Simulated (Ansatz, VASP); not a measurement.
## YbN: VASP beside Ansatz

The input INCAR:

```
SYSTEM = YbN
ALGO = Normal
EDIFF = 1E-7
ENCUT = 520
GGA = PE
ISIF = 2
ISMEAR = 0
ISPIN = 2
LASPH = .True.
LCHARG = .False.
LDAU = .True.
LDAUJ = 0 0
LDAUL = 3 -1
LDAUPRINT = 1
LDAUTYPE = 2
LDAUU = 6 0
LMAXMIX = 6
LORBIT = 11
LREAL = .False.
LWAVE = .False.
MAGMOM = 1.08 0.01
NBANDS = 26
NELM = 150
PREC = Accurate
SIGMA = 0.05
```

Contents of KPOINTS:

```
k-points
0
Gamma
  8 8 8
  0 0 0
```

The input POSCAR:

```
YbN
1.0
    0.0000000000      2.5638580786      2.5638580786
    2.5638580786      0.0000000000      2.5638580786
    2.5638580786      2.5638580786      0.0000000000
Yb N
1 1
Direct
    0.0000000000      0.0000000000      0.0000000000
    0.2500000000      0.2500000000      0.2500000000
```

Input for Ansatz:

```yaml
crystal:
  lattice:
    - [0.0, 2.5638580786, 2.5638580786]
    - [2.5638580786, 0.0, 2.5638580786]
    - [2.5638580786, 2.5638580786, 0.0]
  atoms:
    - { symbol: Yb, position: [0.0, 0.0, 0.0], spin: 1.08 }
    - { symbol: "N", position: [0.25, 0.25, 0.25] }
basis:
  ecutwfc: 420
  ecutrho_ratio: 4
kpoints:
  mp_grid: { grid: [8, 8, 8] }
hamiltonian:
  xc: pbe
  hubbard:
    sites:
      - { species: Yb, l: f, u_eff: 6.0, starting_ns: start.occupation_matrices }
    ns_hold: { iters: 6 }
scf:
  occupations: { method: gaussian, width: 0.05 }
  lower_state_search: "off"
output:
  forces: true
  stress: true
  eigenvalues: true
  populations: true
  hubbard: { sites: [{ species: Yb, l: f }] }
magnetization:
  spin_polarized: true
```

Alike in both runs: task single point; functional PBE; k mesh 8 × 8 × 8; occupations gaussian, width 0.05 eV; collinear spin; Hubbard terms Yb f U = 6.0 eV.

|  | VASP | Ansatz |
| --- | --- | --- |
| version | VASP 6.6.1 | Ansatz 0.2.0 |
| potentials or method | VASP PAW PBE potentials, release 64 (Yb, N), cutoff 520 eV | scalar-relativistic, plane waves, PAW |
| valence electrons in the cell | 29 | 29 |

Ansatz gave:

| Quantity | Value |
| --- | --- |
| pressure (GPa) | 2.5 |
| traceless stress, the component that is largest in VASP (GPa) | -0.14 |
| net moment per atom (μB) | 0.50 |
| size of the moment on the site where the two differ most (μB) | 0.98 |

Q: What did VASP give for the same quantities?

A: Pressure (GPa): 4.0; traceless stress, the component that is largest in VASP (GPa): 0.00; net moment per atom (μB): 0.50; size of the moment on the site where the two differ most (μB): 0.57.

Site moments also hang on the region over which each program counts them. The programs project onto different local orbitals, so the same U acts differently, and such runs can settle in different states. Ansatz's warnings: symmetry narrowed by occupation matrices.

Neither program's run includes spin-orbit coupling.
